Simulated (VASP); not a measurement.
# ZrH (C2/c) in VASP: further runs, part 2 of 3

VASP 6.6.1.

### Step 3. Electric field gradients, PBEsol (equal xy, yz and zx shear strains of -1 %)

INCAR reads:

```
PREC = Accurate ; ENCUT = 520
EDIFF = 1E-8 ; ISMEAR = -1
SIGMA = 0.02 ; LREAL = F
LASPH = T ; NELM = 100
ALGO = Normal ; ISIF = 2
LWAVE = F ; LCHARG = F
GGA = PS ; LEFG = T
NBANDS = 21
```

KPOINTS reads:

```
Automatic mesh
0
Gamma
  9 9 6
```

POSCAR reads:

```
ZrH
1.0
    3.2427916985     -0.0162139585     -0.0162139585
   -0.0162139585      3.2427916985     -0.0162139585
   -0.0247400000     -0.0247400000      4.9480000000
Zr H
2 2
Direct
    0.0000000000      0.5000000000      0.0000000000
    0.5000000000      0.0000000000      0.5000000000
    0.0000000000      0.0000000000      0.7500000000
    0.0000000000      0.0000000000      0.2500000000
```

Potentials or basis: VASP PAW PBE potentials, release 64 (Zr_sv, H).

Started as:

```bash
$ cat potpaw_PBE.64/Zr_sv/POTCAR potpaw_PBE.64/H/POTCAR > POTCAR
$ mpirun -np 1 vasp_std > vasp.out
```

OUTCAR:

```text
PREC = Accurate
   ENCUT = 520
   EDIFF = 1E-8
   ISMEAR = -1
   LREAL = F
   LASPH = T
   NELM = 100
   ISIF = 2
   GGA = PS

 ion  position               nearest neighbor table
   1  0.000  0.500  0.000-   4 2.03   3 2.03   3 2.05   4 2.05   2 3.34   2 3.34   2 3.38   2 3.38
                             2 3.38   2 3.38   2 3.39   2 3.39
   2  0.500  0.000  0.500-   3 2.03   4 2.03   3 2.05   4 2.05   1 3.34   1 3.34   1 3.38   1 3.38
                             1 3.38   1 3.38   1 3.39   1 3.39
   3  0.000  0.000  0.750-   1 2.03   2 2.03   1 2.05   2 2.05
   4  0.000  0.000  0.250-   2 2.03   1 2.03   1 2.05   2 2.05

  LATTYP: Found a base centered monoclinic cell.
 ALAT       =     4.5631852246
 B/A-ratio  =     1.0100247466
 C/A-ratio  =     1.4646109420
 COS(beta)  =    -0.6722789543

  Lattice vectors:

 A1 = (  -3.2427916985,   0.0162139585,   0.0162139585)
 A2 = (   0.0162139585,  -3.2427916985,   0.0162139585)
[... 787 lines left out ...]
     -0.00811      1.62140     -0.00811         0.000000     -0.000000     -0.000000
      1.60903     -0.02048      2.46589        -0.000000     -0.000000     -0.000000
     -0.01856     -0.01856      3.71100         0.056115     -0.056115      0.000000
     -0.00619     -0.00619      1.23700        -0.056115      0.056115     -0.000000
 -----------------------------------------------------------------------------------
    total drift:                                0.000000      0.000000     -0.000000

  FREE ENERGIE OF THE ION-ELECTRON SYSTEM (eV)
  ---------------------------------------------------
  free  energy   TOTEN  =       -26.6386063914 eV

  energy  without entropy=      -26.6357056000  energy(sigma->0) =      -26.63715600

 Electric field gradients (V/A^2)
---------------------------------------------------------------------
 ion       V_xx      V_yy      V_zz      V_xy      V_xz      V_yz
---------------------------------------------------------------------
   1      78.596   -43.232   -35.364     0.358    -1.947    -5.519
   2     -43.232    78.596   -35.364     0.358    -5.519    -1.947
   3      -0.407    -0.407     0.814    -0.112     0.240     0.240
   4      -0.407    -0.407     0.814    -0.112     0.240     0.240
---------------------------------------------------------------------

 Electric field gradients after diagonalization (V/A^2)
 (convention: |V_zz| > |V_xx| > |V_yy|)
----------------------------------------------------------------------
 ion       V_xx      V_yy      V_zz     asymmetry (V_yy - V_xx)/ V_zz
----------------------------------------------------------------------
   1     -46.078   -32.552    78.631       0.172
   2     -46.078   -32.552    78.631       0.172
   3      -0.600    -0.295     0.895       0.340
   4      -0.600    -0.295     0.895       0.340
----------------------------------------------------------------------

           NMR quadrupolar parameters

 Cq : quadrupolar parameter    Cq=e*Q*V_zz/h
 eta: asymmetry parameters     (V_yy - V_xx)/ V_zz
 Q  : nuclear electric quadrupole moment in mb (millibarn)
----------------------------------------------------------------------
 ion       Cq(MHz)       eta       Q (mb)
----------------------------------------------------------------------
   1       0.190       0.172       1.000
   2       0.190       0.172       1.000
   3       0.002       0.340       1.000
   4       0.002       0.340       1.000
----------------------------------------------------------------------
```

stdout:

```text
POSCAR found type information on POSCAR ZrH
 POSCAR found :  2 types and       4 ions
 scaLAPACK will be used
 -----------------------------------------------------------------------------
|                                                                             |
|                                                                             |
|     You enforced a specific xc type in the INCAR file but a different       |
|     I HOPE YOU KNOW WHAT YOU ARE DOING!                                     |
|                                                                             |
 -----------------------------------------------------------------------------

 LDA part: xc-table for (Slater+PW92), standard interpolation
 POSCAR, INCAR and KPOINTS ok, starting setup
 FFT: planning ... GRIDC
 FFT: planning ... GRID_SOFT
 FFT: planning ... GRID
 WAVECAR not read
 entering main loop
ion   1
     0.0000523    -0.0139992     0.2998585     0.8426319     0.0437328    -3.2306767
     0.0000720    -0.0139992     0.2998585     0.8426319     0.0437328    -3.2306767
     0.0000992    -0.0139992     0.2998585     0.8426319     0.0437328    -3.2306766
     0.0001366    -0.0139992     0.2998585     0.8426319     0.0437328    -3.2306765
[... 17 lines left out ...]
ion   3

ion   4
```

Wall time 1.7 min (1 thread of Intel Xeon Platinum 8488C (Sapphire Rapids), shared host); peak memory 0.25 GiB.

What came out:

- Free energy: -26.6386 eV
- Pressure: -2.5 GPa
- Largest force: 0.079 eV/Å
- Band gap on the k mesh: zero (bands 13 and 14 overlap by 1.02 eV)
- Largest electric field gradient by atom: Zr +78.6; H +0.9 V/Å²

Forces on the atoms (eV/Å):
```
Zr   0.000  0.000  0.000
Zr   0.000  0.000  0.000
H    0.056 -0.056  0.000
H   -0.056  0.056  0.000
```

Stress tensor (GPa, compression positive):
```
-3.04  0.07  0.84
 0.07 -3.04  0.84
 0.84  0.84 -1.46
```

Electric field gradients, principal values (V/Å²):
```tsv
atom	least	middle	greatest (by size)
1 Zr	-32.552	-46.078	78.631
2 Zr	-32.552	-46.078	78.631
3 H	-0.295	-0.600	0.895
4 H	-0.295	-0.600	0.895
```

Caveat: the cell differs from its parent crystal (equal xy, yz and zx shear strains of -1 %); without QUAD_EFG the Cq values of the log hold for a quadrupole moment of 1 mb, not for the nuclei; the PAW data sets were made with another functional, which shifts forces and pressure a little.

### Step 4. Electric field gradients, PBEsol (equal xy, yz and zx shear strains of +1 %)

INCAR reads:

```
  PREC = Accurate
  ENCUT = 520
  EDIFF = 1E-8
  ISMEAR = -1
  SIGMA = 0.02
  LREAL = F
  LASPH = T
  NELM = 100
  ALGO = Normal
  ISIF = 2
  LWAVE = F
  LCHARG = F
  GGA = PS
  LEFG = T
  NBANDS = 21
```

KPOINTS reads:

```
regular mesh
0
Gamma
  9 9 6
```

POSCAR reads:

```
ZrH
1.0
    3.2427916985      0.0162139585      0.0162139585
    0.0162139585      3.2427916985      0.0162139585
    0.0247400000      0.0247400000      4.9480000000
Zr H
2 2
Direct
    0.0000000000      0.5000000000      0.0000000000
    0.5000000000      0.0000000000      0.5000000000
    0.0000000000      0.0000000000      0.7500000000
    0.0000000000      0.0000000000      0.2500000000
```

Potentials or basis: VASP PAW PBE potentials, release 64 (Zr_sv, H).

Started as:

```bash
$ cat potpaw_PBE.64/Zr_sv/POTCAR potpaw_PBE.64/H/POTCAR > POTCAR
$ mpirun -np 1 vasp_std > vasp.out
```

OUTCAR:

```text
PREC = Accurate
   ENCUT = 520
   EDIFF = 1E-8
   ISMEAR = -1
   LREAL = F
   LASPH = T
   NELM = 100
   ISIF = 2
   GGA = PS

 ion  position               nearest neighbor table
   1  0.000  0.500  0.000-   3 2.03   4 2.03   3 2.05   4 2.05   2 3.36   2 3.36   2 3.37   2 3.37
                             2 3.37   2 3.37   2 3.40   2 3.40
   2  0.500  0.000  0.500-   4 2.03   3 2.03   3 2.05   4 2.05   1 3.36   1 3.36   1 3.37   1 3.37
                             1 3.37   1 3.37   1 3.40   1 3.40
   3  0.000  0.000  0.750-   2 2.03   1 2.03   1 2.05   2 2.05
   4  0.000  0.000  0.250-   1 2.03   2 2.03   1 2.05   2 2.05

  LATTYP: Found a base centered monoclinic cell.
 ALAT       =     4.6090440782
 B/A-ratio  =     0.9900252466
 C/A-ratio  =     1.0735683180
 COS(beta)  =    -0.0141062544

  Lattice vectors:

 A1 = (  -3.2427916985,  -0.0162139585,  -0.0162139585)
 A2 = (  -0.0162139585,  -3.2427916985,  -0.0162139585)
[... 787 lines left out ...]
      0.00811      1.62140      0.00811        -0.000000     -0.000000      0.000000
      1.63377      0.02048      2.48211        -0.000000     -0.000000      0.000000
      0.01856      0.01856      3.71100        -0.055731      0.055731     -0.000000
      0.00619      0.00619      1.23700         0.055731     -0.055731     -0.000000
 -----------------------------------------------------------------------------------
    total drift:                                0.000000      0.000000     -0.000000

  FREE ENERGIE OF THE ION-ELECTRON SYSTEM (eV)
  ---------------------------------------------------
  free  energy   TOTEN  =       -26.6387707747 eV

  energy  without entropy=      -26.6357962326  energy(sigma->0) =      -26.63728350

 Electric field gradients (V/A^2)
---------------------------------------------------------------------
 ion       V_xx      V_yy      V_zz      V_xy      V_xz      V_yz
---------------------------------------------------------------------
   1      78.586   -43.239   -35.347    -0.301     1.993     5.466
   2     -43.239    78.586   -35.347    -0.301     5.466     1.993
   3      -0.407    -0.407     0.814     0.108    -0.247    -0.247
   4      -0.407    -0.407     0.814     0.108    -0.247    -0.247
---------------------------------------------------------------------

 Electric field gradients after diagonalization (V/A^2)
 (convention: |V_zz| > |V_xx| > |V_yy|)
----------------------------------------------------------------------
 ion       V_xx      V_yy      V_zz     asymmetry (V_yy - V_xx)/ V_zz
----------------------------------------------------------------------
   1     -46.045   -32.576    78.621       0.171
   2     -46.045   -32.576    78.621       0.171
   3      -0.515    -0.400     0.915       0.126
   4      -0.515    -0.400     0.915       0.126
----------------------------------------------------------------------

           NMR quadrupolar parameters

 Cq : quadrupolar parameter    Cq=e*Q*V_zz/h
 eta: asymmetry parameters     (V_yy - V_xx)/ V_zz
 Q  : nuclear electric quadrupole moment in mb (millibarn)
----------------------------------------------------------------------
 ion       Cq(MHz)       eta       Q (mb)
----------------------------------------------------------------------
   1       0.190       0.171       1.000
   2       0.190       0.171       1.000
   3       0.002       0.126       1.000
   4       0.002       0.126       1.000
----------------------------------------------------------------------
```

Run time: 84 s. Hardware: 1 thread of Intel Xeon Platinum 8488C (Sapphire Rapids), shared host; peak memory 0.25 GiB.

Results:

| Property | Result |
| --- | --- |
| Free energy | -26.6388 eV |
| Pressure | -2.5 GPa |
| Largest force | 0.079 eV/Å |
| Band gap on the k mesh | zero (bands 13 and 14 overlap by 1.03 eV) |
| Largest electric field gradient by atom | Zr +78.6; H +0.9 V/Å² |

Forces in eV/Å, atoms in the order of the input:
```
Zr   0.000  0.000  0.000
Zr   0.000  0.000  0.000
H   -0.056  0.056  0.000
H    0.056 -0.056  0.000
```

Stress tensor (GPa, compression positive):
```
-3.04 -0.03 -0.80
-0.03 -3.04 -0.80
-0.80 -0.80 -1.47
```

Levels at points of the mesh, in eV from the Fermi level:
```tsv
k point	band 11	band 12	band 13	band 14	band 15	band 16
(0.00, 0.00, 0.00)	-3.01	-2.88	0.04	0.65	0.71	2.31
(0.00, 0.00, 0.50)	-1.72	-1.72	0.04	0.04	1.78	1.78
```

Electric field gradients, principal values (V/Å²):
| atom | least | middle | greatest (by size) |
| --- | --- | --- | --- |
| 1 Zr | -32.576 | -46.045 | 78.621 |
| 2 Zr | -32.576 | -46.045 | 78.621 |
| 3 H | -0.400 | -0.515 | 0.915 |
| 4 H | -0.400 | -0.515 | 0.915 |

Caveat: the cell differs from its parent crystal (equal xy, yz and zx shear strains of +1 %); without QUAD_EFG the Cq values of the log hold for a quadrupole moment of 1 mb, not for the nuclei; the PAW data sets were made with another functional, which shifts forces and pressure a little.

[end of part 2 of 3]
